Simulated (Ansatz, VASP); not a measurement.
# GaSb: VASP beside Ansatz

INCAR

```
PREC = Accurate
ENCUT = 500
EDIFF = 1E-6
ISMEAR = -1
SIGMA = 0.02
LREAL = F
LASPH = T
NELM = 120
ALGO = Normal
ISIF = 2
LWAVE = F
LCHARG = F
GGA = PE
NBANDS = 16
GGA_COMPAT = F
```

The input KPOINTS:

```
Automatic mesh
0
Gamma
  6 6 6
```

POSCAR

```
GaSb
1.0
    0.0000000000      3.0784908397      3.0784908397
    3.0784908397      0.0000000000      3.0784908397
    3.0784908397      3.0784908397      0.0000000000
Ga Sb
1 1
Direct
    0.0000000000      0.0000000000      0.0000000000
    0.2500000000      0.2500000000      0.2500000000
```

Input for Ansatz:

```yaml
crystal:
  lattice:
    - [0.0, 3.0784908397, 3.0784908397]
    - [3.0784908397, 0.0, 3.0784908397]
    - [3.0784908397, 3.0784908397, 0.0]
  atoms:
    - { symbol: Ga, position: [0.0, 0.0, 0.0] }
    - { symbol: Sb, position: [0.25, 0.25, 0.25] }
kpoints:
  mp_grid: { grid: [6, 6, 6] }
hamiltonian:
  xc: pbe
scf:
  occupations: { method: fermi_dirac, width: 0.02 }
  n_extra_bands: 4
output:
  forces: true
  stress: true
  eigenvalues: true
```

Alike in both runs: task single point; functional PBE; k mesh 6 × 6 × 6; occupations fermi-dirac, width 0.02 eV; no spin polarisation.

```csv
,VASP,Ansatz
version,VASP 6.6.1,Ansatz 0.2.0
potentials or method,"VASP PAW PBE potentials, release 64 (Ga_d, Sb)","plane waves, PAW"
plane-wave cutoff (eV),500,420
valence electrons in the cell,18,28
```

```tsv
	VASP	Ansatz	Ansatz less VASP
pressure (GPa)	1.5	1.4	-0.06
```

VASP's potentials hold 18 valence electrons a cell and Ansatz's 28, so a difference there can come from the potentials and not from the codes.

Neither program's run includes spin-orbit coupling.
